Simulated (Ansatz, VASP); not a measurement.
**One calculation of TiAl3, two programs**

INCAR

```
ALGO = Normal
EDIFF = 1E-6
ENCUT = 520
GGA = PE
ISIF = 2
ISMEAR = 0
IVDW = 12
LASPH = True
LCHARG = False
LREAL = False
LWAVE = False
NBANDS = 18
NELM = 100
PREC = Accurate
SIGMA = 0.1
```

The input KPOINTS:

```
k-points
0
Gamma
  6 6 6
```

File POSCAR:

```
TiAl3
1.0
   -1.9111067700      1.9111067700      4.2806687900
    1.9111067700     -1.9111067700      4.2806687900
    1.9111067700      1.9111067700     -4.2806687900
Ti Al
1 3
Direct
    0.0000000000      0.0000000000      0.0000000000
    0.5000000000      0.5000000000      0.0000000000
    0.7500000000      0.2500000000      0.5000000000
    0.2500000000      0.7500000000      0.5000000000
```

Input for Ansatz:

```yaml
crystal:
  lattice:
    - [-1.91110677, 1.91110677, 4.28066879]
    - [1.91110677, -1.91110677, 4.28066879]
    - [1.91110677, 1.91110677, -4.28066879]
  atoms:
    - { symbol: Ti, position: [0.0, 0.0, 0.0] }
    - { symbol: Al, position: [0.5, 0.5, 0.0] }
    - { symbol: Al, position: [0.75, 0.25, 0.5] }
    - { symbol: Al, position: [0.25, 0.75, 0.5] }
basis:
  ecutwfc: 420
kpoints:
  mp_grid: { grid: [6, 6, 6] }
hamiltonian:
  xc: pbe
  dispersion: d3bj
  pseudopotentials: { kind: paw, azcp: { folder: soft_1 } }
scf:
  occupations: { method: gaussian, width: 0.1 }
output:
  forces: true
  stress: true
  eigenvalues: true
```

Alike in both runs: task single point; functional PBE; dispersion D3(BJ); k mesh 6 × 6 × 6; occupations gaussian, width 0.1 eV; no spin polarisation.

```csv
,VASP,Ansatz
version,VASP 6.6.1,Ansatz 0.2.0
potentials or method,"VASP PAW PBE potentials, release 64 (Ti_sv, Al), cutoff 520 eV","scalar-relativistic, plane waves, PAW"
valence electrons in the cell,21,21
```

```tsv
	VASP	Ansatz	Ansatz less VASP
gap on the k mesh at the Fermi level (eV)	none	none	-
pressure (GPa)	-2.5	-2.5	+0.08
traceless stress, the component that is largest in VASP (GPa)	0.12	0.12	+0.004
```

A gap of «none» marks a metal or a gap that the smearing closes.

The k mesh is coarse, so the values compare programs but aren't converged.
